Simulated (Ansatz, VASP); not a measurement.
# GaP in VASP and in Ansatz

The input INCAR:

```
ALGO = Normal ; EDIFF = 1E-6
EDIFFG = -0.005 ; ENCUT = 600
GGA = PE ; IBRION = 2
ISIF = 3 ; ISMEAR = -1
LASPH = T ; LCHARG = F
LREAL = F ; LWAVE = F
NELM = 100 ; NSW = 60
PREC = Accurate ; SIGMA = 0.1
```

The input KPOINTS:

```
k-points
0
Gamma
  12 12 12
```

POSCAR

```
GaP
1.0
    0.0000000000      2.7103316823      2.7103316823
    2.7103316823      0.0000000000      2.7103316823
    2.7103316823      2.7103316823      0.0000000000
Ga P
1 1
Direct
    0.0000000000      0.0000000000      0.0000000000
    0.2500000000      0.2500000000      0.2500000000
```

Input for Ansatz:

```yaml
crystal:
  lattice:
    - [0.0, 2.7103316823, 2.7103316823]
    - [2.7103316823, 0.0, 2.7103316823]
    - [2.7103316823, 2.7103316823, 0.0]
  atoms:
    - { symbol: Ga, position: [0.0, 0.0, 0.0] }
    - { symbol: P, position: [0.25, 0.25, 0.25] }
kpoints:
  mp_grid: { grid: [12, 12, 12] }
scf:
  occupations: { method: fermi_dirac, width: 0.1 }
hamiltonian:
  xc: pbe
  pseudopotentials: { kind: paw }
output:
  forces: true
  stress: true
relax:
  f_tol: 0.005
  max_steps: 40
  cell: {}
```

Alike in both runs: task relaxation of cell and atoms; functional PBE; k mesh 12 × 12 × 12; occupations fermi-dirac, width 0.1 eV; no spin polarisation.

```csv
,VASP,Ansatz
version,VASP 6.6.1,Ansatz 0.2.0
potentials or method,"VASP PAW PBE potentials, release 64 (Ga_d, P)","PAW with Ansatz's default frozen-core files, scalar-relativistic"
plane-wave cutoff (eV),600,420
valence electrons in the cell,18,18
```

Ansatz gave:

* relaxed volume (Å³/atom): 20.87
* relaxed length of the cell vector where the two differ most in proportion (Å): 3.893

Estimate VASP's values.

relaxed volume (Å³/atom): 20.86; relaxed length of the cell vector where the two differ most in proportion (Å): 3.893.
